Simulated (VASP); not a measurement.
# SiS2 (Ibam) in VASP: further runs

Runs on SiS2. Level: r2SCAN+D3(BJ). Tasks: single point.

Everything below comes from runs of VASP 6.6.1. Logs are shortened: lines on timing, memory, paths and dates and some standing lists are left out, and cuts for length are marked.

### Step 1. The cell of the first run

The structure is orthorhombic, space group Ibam (No. 72). The conventional cell has a = 5.536 Å, b = 9.762 Å, c = 5.543 Å, α = 90.00°, β = 90.00°, γ = 90.00°. Within 2.8 Å of Si (site symmetry 222) lie 4 S at 2.14 Å and 2 Si at 2.77 Å. S (site symmetry m) has 2 Si at 2.14 Å within 2.8 Å.

### Step 2. Single point, r2SCAN+D3(BJ)

Contents of POSCAR:

```
SiS2
1.0
   -2.7679656562      4.8810386948      2.7714513474
    2.7679656562     -4.8810386948      2.7714513474
    2.7679656562      4.8810386948     -2.7714513474
Si S
2 4
Direct
    0.7500000000      0.7500000000      0.0000000000
    0.2500000000      0.2500000000      0.0000000000
    0.8826845766      0.7893462369      0.6720308135
    0.1173154234      0.2106537631      0.3279691865
    0.3826845766      0.7106537631      0.0933383396
    0.6173154234      0.2893462369      0.9066616604
```

Contents of INCAR.step1:

```
PREC = Accurate ; ENCUT = 550
ISMEAR = 0 ; SIGMA = 0.05
LREAL = False ; LASPH = True
NELM = 120 ; NBANDS = 25
GGA = PE ; ALGO = Normal
EDIFF = 1E-5 ; LWAVE = True
LCHARG = False ; GGA_COMPAT = False
```

Contents of INCAR.step2:

```
PREC = Accurate ; ENCUT = 550
EDIFF = 1E-6 ; ISMEAR = 0
SIGMA = 0.05 ; LREAL = False
LASPH = True ; NELM = 120
ALGO = Normal ; ISIF = 2
LWAVE = False ; LCHARG = False
METAGGA = R2SCAN ; LMIXTAU = True
IVDW = 12 ; VDW_S6 = 1.0
VDW_S8 = 0.78981345 ; VDW_A1 = 0.49484001
VDW_A2 = 5.73083694 ; NBANDS = 25
ISTART = 1 ; GGA_COMPAT = False
```

Contents of KPOINTS:

```
Automatic mesh
0
Gamma
  6 6 6
```

Potentials or basis: VASP PAW PBE potentials, release 64 (Si, S).

Started as:

```
$ cat potpaw_PBE.64/Si/POTCAR potpaw_PBE.64/S/POTCAR > POTCAR
$ cp INCAR.step1 INCAR
$ mpirun -np 1 vasp_std > vasp.out
$ cp INCAR.step2 INCAR
$ mpirun -np 1 vasp_std > vasp.out
```

OUTCAR:

```text
PREC = Accurate
   ENCUT = 550
   EDIFF = 1E-6
   ISMEAR = 0
   LREAL = False
   LASPH = True
   NELM = 120
   ISIF = 2
   METAGGA = R2SCAN
   IVDW = 12
   ISTART = 1
 IVDW          = 12

 ion  position               nearest neighbor table
   1  0.750  0.750  0.000-   5 2.14   3 2.14   4 2.14   6 2.14   2 2.77   2 2.77
   2  0.250  0.250  0.000-   6 2.14   4 2.14   3 2.14   5 2.14   1 2.77   1 2.77
   3  0.883  0.789  0.672-   1 2.14   2 2.14
   4  0.117  0.211  0.328-   2 2.14   1 2.14
   5  0.383  0.711  0.093-   1 2.14   2 2.14
   6  0.617  0.289  0.907-   2 2.14   1 2.14

  LATTYP: Found a body centered orthorhombic cell.
 ALAT       =     5.5359313124
 B/A-ratio  =     1.0012592971
 C/A-ratio  =     1.7634029107

  Lattice vectors:

 A1 = (  -2.7679656562,   4.8810386948,  -2.7714513474)
 A2 = (   2.7679656562,   4.8810386948,   2.7714513474)
 A3 = (   2.7679656562,  -4.8810386948,  -2.7714513474)

Analysis of symmetry for initial positions (statically):
=====================================================================
 Subroutine PRICEL returns:
 Original cell was already a primitive cell.

 Routine SETGRP: Setting up the symmetry group for a
 body centered orthorhombic supercell.

 Subroutine GETGRP returns: Found  8 space group operations
 (whereof  4 operations were pure point group operations)
 out of a pool of  8 trial point group operations.

The static configuration has the point symmetry C_2h.
 The point group associated with its full space group is D_2h.

Analysis of symmetry for dynamics (positions and initial velocities):
=====================================================================
 Subroutine PRICEL returns:
 Original cell was already a primitive cell.

 Routine SETGRP: Setting up the symmetry group for a
 body centered orthorhombic supercell.

 Subroutine GETGRP returns: Found  8 space group operations
 (whereof  4 operations were pure point group operations)
 out of a pool of  8 trial point group operations.

The dynamic configuration has the point symmetry C_2h.
 The point group associated with its full space group is D_2h.

 Subroutine INISYM returns: Found  8 space group operations
 (whereof  4 operations are pure point group operations),
 and found     1 'primitive' translations

----------------------------------------------------------------------------------------

                                     Primitive cell

  volume of cell :     149.7753

  direct lattice vectors                    reciprocal lattice vectors
    -2.767965656  4.881038695  2.771451347     0.000000000  0.102437213  0.180410888
     2.767965656 -4.881038695  2.771451347     0.180638079  0.000000000  0.180410888
     2.767965656  4.881038695 -2.771451347     0.180638079  0.102437213  0.000000000

  length of vectors
     6.258363619  6.258363619  6.258363619     0.207464386  0.255300224  0.207661981

  position of ions in fractional coordinates (direct lattice)
     0.750000000  0.750000000  0.000000000
     0.250000000  0.250000000  0.000000000
     0.882684577  0.789346237  0.672030814
     0.117315423  0.210653763  0.327969186
     0.382684577  0.710653763  0.093338340
     0.617315423  0.289346237  0.906661660

  ion indices of the primitive-cell ions
   primitive index   ion index
                 1           1
                 2           2
                 3           3
                 4           4
                 5           5
                 6           6

----------------------------------------------------------------------------------------

 KPOINTS: Automatic mesh

Automatic generation of k-mesh.
 Grid dimensions read from file:
 generate k-points for:    6    6    6

 Generating k-lattice:

  Cartesian coordinates                     Fractional coordinates (reciprocal lattice)
     0.000000000  0.017072869  0.030068481     0.166666667  0.000000000  0.000000000
     0.030106347  0.000000000  0.030068481     0.000000000  0.166666667  0.000000000
     0.030106347  0.017072869  0.000000000     0.000000000  0.000000000  0.166666667

  Length of vectors
     0.034577398  0.042550037  0.034610330

  Shift w.r.t. Gamma in fractional coordinates (k-lattice)
     0.000000000  0.000000000  0.000000000

 Subroutine IBZKPT returns following result:
 ===========================================

 Found     46 irreducible k-points:

 Following reciprocal coordinates:
            Coordinates               Weight
  0.000000  0.000000  0.000000      1.000000
  0.166667  0.000000 -0.000000      4.000000
  0.333333  0.000000 -0.000000      4.000000
  0.500000  0.000000 -0.000000      2.000000
  0.000000  0.166667  0.000000      4.000000
  0.166667  0.166667  0.000000      8.000000
[... 16 lines left out ...]
 -0.166667  0.166667  0.166667      2.000000
  0.166667  0.333333  0.166667      4.000000
 [... further k-points ...]
   k-points           NKPTS =     46   k-points in BZ     NKDIM =     46   number of bands    NBANDS=     25
   number of dos      NEDOS =    301   number of ions     NIONS =      6
   total plane-waves  NPLWV = 110592
   dimension x,y,z NGX =    48 NGY =   48 NGZ =   48
   dimension x,y,z NGXF=    96 NGYF=   96 NGZF=   96
   ions per type =               2   4
   NGX,Y,Z   is equivalent  to a cutoff of  12.75, 12.75, 12.75 a.u.
   NGXF,Y,Z  is equivalent  to a cutoff of  25.50, 25.50, 25.50 a.u.
 SYSTEM =  unknown system
   PREC   = accura    normal or accurate (medium, high low for compatibility)
   ISTART =      1    job   : 0-new  1-cont  2-samecut
   ICHARG =      0    charge: 1-file 2-atom 10-const
   ISPIN  =      1    spin polarized calculation?
   LNONCOLLINEAR =      F non collinear calculations
   LSORBIT =      F    spin-orbit coupling
   LASPH  =      T    aspherical Exc in radial PAW
   ENCUT  =  550.0 eV  40.42 Ry    6.36 a.u.  11.97 11.97 11.97*2*pi/ulx,y,z
   NELM   =    120;   NELMIN=  2; NELMDL=  0     # of ELM steps
   EDIFF  = 0.1E-05   stopping-criterion for ELM
   LREAL  =      F    real-space projection
   EDIFFG = 0.1E-04   stopping-criterion for IOM
   NSW    =      0    number of steps for IOM
   IBRION =     -1    ionic relax: 0-MD 1-quasi-New 2-CG
   NFREE  =      0    steps in history (QN), initial steepest desc. (CG)
   ISIF   =      2    stress and relaxation
   ISYM   =      2    0-nonsym 1-usesym 2-fastsym
   POTIM  = 0.5000    time-step for ionic-motion
   TEBEG  =    0.0;   TEEND  =   0.0 temperature during run
   PSTRESS=    0.0 pullay stress
   NELECT =      32.0000    total number of electrons
   NUPDOWN=      -1.0000    fix difference up-down
   EMIN   =  10.00;   EMAX   =-10.00  energy-range for DOS
   EFERMI =   0.00;   METHOD = LEGACY
   ISMEAR =     0;   SIGMA  =   0.05  broadening in eV -4-tet -1-fermi 0-gaus
   EFERMI_NEDOS =   21; number of points for ismear=-14 and -15
   IALGO  =     38    algorithm
   IMIX   =      4    mixing-type and parameters
     AMIX     =   0.40;   BMIX     =  1.00
     AMIX_MAG =   1.60;   BMIX_MAG =  1.00
  volume/ion in A,a.u.               =      24.96       168.46
  Fermi-wavevector in a.u.,A,eV,Ry     =   0.978689  1.849454 13.032101  0.957832
  Thomas-Fermi vector in A             =   2.109484
   LORBIT       =      0    0 simple, 1 ext, 2 COOP (PROOUT), +10 PAW based schemes
   METAGGA = R2SCAN    functional components
   LHFCALC =     F    Hartree Fock is set to
   AEXX    =    0.0000 exact exchange contribution
   IVDW    =    12    specifies the selected vdW correction
   LEPSILON=     F    determine dielectric tensor
   LRPA    =     F    only Hartree local field effects (RPA)
 non-spin polarized calculation
 Gauss-broadening in eV      SIGMA  =   0.05
  energy-cutoff  :      550.00
  volume of cell :      149.78
 maximum number of plane-waves:      4419
   NGX = 23   NGY = 23   NGZ = 23

 number of electron      32.0000001 magnetization

 Free energy of the ion-electron system (eV)
  ---------------------------------------------------
  ext. energy  EPLUGINS =         0.00000000
  ---------------------------------------------------
  free energy    TOTEN  =       -54.15439029 eV

  energy without entropy =      -54.15439029  energy(sigma->0) =      -54.15439029

 E-fermi :   2.0369     XC(G=0):  -8.6411

 val. band max:        1.7723537389   @ k =  -0.3333   0.3333   0.1667
 cond. band min:       4.9616923049   @ k =   0.5000   0.5000   0.5000
 fundamental gap:      3.1893385660
 Fermi energy:         2.0369330555

 k-point     1 :       0.0000    0.0000    0.0000
  band No.  band energies     occupation
      1     -13.4397      2.00000
      2     -11.2737      2.00000
      3     -10.6919      2.00000
      4     -10.5732      2.00000
      5      -5.9450      2.00000
      6      -4.3736      2.00000
[... 17 lines left out ...]
     24       9.1912      0.00000
     25       9.6079      0.00000

 k-point     2 :       0.1667    0.0000   -0.0000
  band No.  band energies     occupation
      1     -13.3310      2.00000
      2     -11.4805      2.00000
      3     -10.7011      2.00000
      4     -10.5986      2.00000
      5      -5.6940      2.00000
      6      -4.3180      2.00000
[... 17 lines left out ...]
     24       8.8800      0.00000
     25       9.2364      0.00000

 k-point     3 :       0.3333    0.0000   -0.0000
  band No.  band energies     occupation
      1     -13.0166      2.00000
      2     -11.9741      2.00000
      3     -10.7133      2.00000
      4     -10.6544      2.00000
      5      -5.0875      2.00000
      6      -4.2727      2.00000
[... 552 lines left out ...]
 k-point    23 :      -0.1667    0.1667    0.1667
  band No.  band energies     occupation
      1     -13.3585      2.00000
      2     -11.2783      2.00000
      3     -10.7974      2.00000
      4     -10.6525      2.00000
      5      -5.9383      2.00000
      6      -4.1205      2.00000
[... 17 lines left out ...]
     24       9.3327      0.00000
     25       9.3973      0.00000

 k-point    24 :       0.1667    0.3333    0.1667
  band No.  band energies     occupation
      1     -12.4860      2.00000
      2     -12.4860      2.00000
      3     -10.7690      2.00000
      4     -10.7690      2.00000
      5      -4.5812      2.00000
      6      -4.5812      2.00000
[... 17 lines left out ...]
     24       8.4916      0.00000
     25      10.5040      0.00000

 [... further k-points ...]

------------------------ aborting loop because EDIFF is reached ----------------------------------------

 Edisp (eV)   -0.68264

 E8    (eV) :    -0.1942

  FORCE on cell =-STRESS in cart. coord.  units (eV):
  Direction    XX          YY          ZZ          XY          YZ          ZX
  --------------------------------------------------------------------------------------
  -------------------------------------------------------------------------------------
  Total      -1.30164    -1.31107    -1.57649     0.00000     0.00000     0.00000
  in kB     -13.92392   -14.02482   -16.86403     0.00000     0.00000     0.00000
  external pressure =      -14.94 kB  Pullay stress =        0.00 kB

 VOLUME and BASIS-vectors are now :
 -----------------------------------------------------------------------------
  energy-cutoff  :      550.00
  volume of cell :      149.78
      direct lattice vectors                 reciprocal lattice vectors
    -2.767965656  4.881038695  2.771451347     0.000000000  0.102437213  0.180410888
     2.767965656 -4.881038695  2.771451347     0.180638079  0.000000000  0.180410888
     2.767965656  4.881038695 -2.771451347     0.180638079  0.102437213  0.000000000

 POSITION                                       TOTAL-FORCE (eV/Angst)
 -----------------------------------------------------------------------------------
      0.00000      0.00000      4.15718        -0.000000      0.000000      0.000000
      0.00000      0.00000      1.38573        -0.000000      0.000000      0.000000
      1.60180      3.73580      2.77145         0.229471      0.229872     -0.000000
      1.16616      1.14524      0.00000        -0.229471     -0.229872      0.000000
      1.16616     -1.14524      2.77145        -0.229471      0.229872      0.000000
      1.60180      6.02628     -0.00000         0.229471     -0.229872     -0.000000
 -----------------------------------------------------------------------------------
    total drift:                                0.000000     -0.000000      0.000000

  FREE ENERGIE OF THE ION-ELECTRON SYSTEM (eV)
  ---------------------------------------------------
  free  energy   TOTEN  =       -54.8370332149 eV

  energy  without entropy=      -54.8370332149  energy(sigma->0) =      -54.83703321
```

It took 26 min on 1 thread of Oxide Virtual Turin-like, shared host; peak memory 0.41 GiB.

Results:

```
Free energy                : -54.8370 eV
Pressure                   : -1.5 GPa
Largest force              : 0.325 eV/Å
Band gap on the k mesh     : 3.19 eV (least direct gap 3.46 eV)
Dispersion energy per atom : -0.114 eV
```

Forces on the atoms (eV/Å):
```
Si   0.000  0.000  0.000
Si   0.000  0.000  0.000
S    0.229  0.230  0.000
S   -0.229 -0.230  0.000
S   -0.229  0.230  0.000
S    0.229 -0.230  0.000
```

Stress tensor (GPa, compression positive):
```
-1.39  0.00  0.00
 0.00 -1.40  0.00
 0.00  0.00 -1.69
```

Caveat: three body term missing; the PAW data sets were made with another functional, which shifts forces and pressure a little. r2SCAN opens gaps a little over a GGA but as a rule still falls short of measured ones.

### Step 3. Single point, r2SCAN+D3(BJ) (25.10 Å³/atom)

This run uses another cell than the first one, of 25.10 Å³/atom.

Contents of POSCAR:

```
SiS2
1.0
   -2.7914211706      4.8801846731      2.7632705190
    2.7914211706     -4.8801846731      2.7632705190
    2.7914211706      4.8801846731     -2.7632705190
Si S
2 4
Direct
    0.7500000000      0.7500000000      0.0000000000
    0.2500000000      0.2500000000      0.0000000000
    0.8836657381      0.7920475410      0.6757132791
    0.1163342619      0.2079524590      0.3242867209
    0.3836657381      0.7079524590      0.0916181971
    0.6163342619      0.2920475410      0.9083818029
```

INCAR.step1 is that of step 2.

INCAR.step2 is that of step 2.

KPOINTS is that of step 2.

Potentials or basis: VASP PAW PBE potentials, release 64 (Si, S).

Started as:

```
$ cat potpaw_PBE.64/Si/POTCAR potpaw_PBE.64/S/POTCAR > POTCAR
$ cp INCAR.step1 INCAR
$ mpirun -np 1 vasp_std > vasp.out
$ cp INCAR.step2 INCAR
$ mpirun -np 1 vasp_std > vasp.out
```

OUTCAR:

```text
PREC = Accurate
   ENCUT = 550
   EDIFF = 1E-6
   ISMEAR = 0
   LREAL = False
   LASPH = True
   NELM = 120
   ISIF = 2
   METAGGA = R2SCAN
   IVDW = 12
   ISTART = 1
 IVDW          = 12

 ion  position               nearest neighbor table
   1  0.750  0.750  0.000-   3 2.13   4 2.13   5 2.13   6 2.13   2 2.76   2 2.76
   2  0.250  0.250  0.000-   3 2.13   4 2.13   5 2.13   6 2.13   1 2.76   1 2.76
   3  0.884  0.792  0.676-   1 2.13   2 2.13
   4  0.116  0.208  0.324-   1 2.13   2 2.13
   5  0.384  0.708  0.092-   1 2.13   2 2.13
[... 887 lines left out ...]
  -------------------------------------------------------------------------------------
  Total      -0.52724    -0.52101    -0.48514     0.00000     0.00000     0.00000
  in kB      -5.61011    -5.54385    -5.16222     0.00000     0.00000     0.00000
  external pressure =       -5.44 kB  Pullay stress =        0.00 kB

 VOLUME and BASIS-vectors are now :
 -----------------------------------------------------------------------------
  energy-cutoff  :      550.00
  volume of cell :      150.57
      direct lattice vectors                 reciprocal lattice vectors
    -2.791421171  4.880184673  2.763270519     0.000000000  0.102455139  0.180945006
     2.791421171 -4.880184673  2.763270519     0.179120229  0.000000000  0.180945006
     2.791421171  4.880184673 -2.763270519     0.179120229  0.102455139  0.000000000

 POSITION                                       TOTAL-FORCE (eV/Angst)
 -----------------------------------------------------------------------------------
      0.00000      0.00000      4.14491         0.000000      0.000000     -0.000000
      0.00000      0.00000      1.38164         0.000000      0.000000      0.000000
      1.63046      3.74472      2.76327         0.037491      0.034623     -0.000000
      1.16097      1.13547      0.00000        -0.037491     -0.034623      0.000000
      1.16097     -1.13547      2.76327        -0.037491      0.034623      0.000000
      1.63046      6.01565      0.00000         0.037491     -0.034623     -0.000000
 -----------------------------------------------------------------------------------
    total drift:                               -0.000000     -0.000000      0.000000

  FREE ENERGIE OF THE ION-ELECTRON SYSTEM (eV)
  ---------------------------------------------------
  free  energy   TOTEN  =       -54.8458056207 eV

  energy  without entropy=      -54.8458056207  energy(sigma->0) =      -54.84580562
```

OSZICAR.step1:

```text
N       E                     dE             d eps       ncg     rms          rms(c)
DAV:   1     0.160591751018E+03    0.16059E+03   -0.13389E+04  2300   0.112E+03
DAV:   2    -0.187031820698E+02   -0.17929E+03   -0.16834E+03  3210   0.190E+02
DAV:   3    -0.320838169612E+02   -0.13381E+02   -0.13275E+02  3084   0.556E+01
DAV:   4    -0.323366405840E+02   -0.25282E+00   -0.25246E+00  2912   0.927E+00
DAV:   5    -0.323438091136E+02   -0.71685E-02   -0.71651E-02  3069   0.154E+00    0.184E+01
DAV:   6    -0.314588080104E+02    0.88500E+00   -0.13082E+00  2622   0.481E+00    0.106E+01
DAV:   7    -0.313355541987E+02    0.12325E+00   -0.10745E+00  2833   0.439E+00    0.310E+00
DAV:   8    -0.313327741458E+02    0.27801E-02   -0.11392E-01  2753   0.165E+00    0.860E-01
DAV:   9    -0.313322673346E+02    0.50681E-03   -0.45805E-03  3024   0.350E-01    0.495E-01
DAV:  10    -0.313324243325E+02   -0.15700E-03   -0.18583E-03  2775   0.213E-01    0.114E-01
DAV:  11    -0.313324016796E+02    0.22653E-04   -0.13342E-04  2976   0.648E-02    0.627E-02
DAV:  12    -0.313324069102E+02   -0.52306E-05   -0.13679E-05  1797   0.198E-02
   1 F= -.31332407E+02 E0= -.31332407E+02  d E =-.104777E-11
```

Run time: 30 min. Hardware: 1 thread of Oxide Virtual Turin-like, shared host; peak memory 0.41 GiB.

What came out:

* Free energy: -54.8458 eV
* Pressure: -0.5 GPa
* Largest force: 0.051 eV/Å
* Band gap on the k mesh: 3.28 eV (least direct gap 3.55 eV)
* Dispersion energy per atom: -0.113 eV

Forces on the atoms (eV/Å):
```
Si   0.000  0.000  0.000
Si   0.000  0.000  0.000
S    0.037  0.035  0.000
S   -0.037 -0.035  0.000
S   -0.037  0.035  0.000
S    0.037 -0.035  0.000
```

Levels at points of the mesh, in eV from the valence-band top:
```tsv
k point	band 14	band 15	band 16	band 17	band 18	band 19
(0.00, 0.00, 0.00)	-0.85	-0.79	-0.50	3.96	4.44	4.62
(0.50, 0.00, 0.00)	-1.26	-0.74	-0.74	3.88	3.88	5.51
(0.00, 0.50, 0.00)	-0.99	-0.66	-0.66	3.80	3.80	5.18
(0.50, 0.50, 0.00)	-1.37	-1.09	-0.02	4.49	5.11	5.38
(0.50, 0.50, 0.50)	-1.97	-1.42	-0.25	3.30	4.38	4.67
```

Caveat: three body term missing; the PAW data sets were made with another functional, which shifts forces and pressure a little. r2SCAN opens gaps a little over a GGA but as a rule still falls short of measured ones.
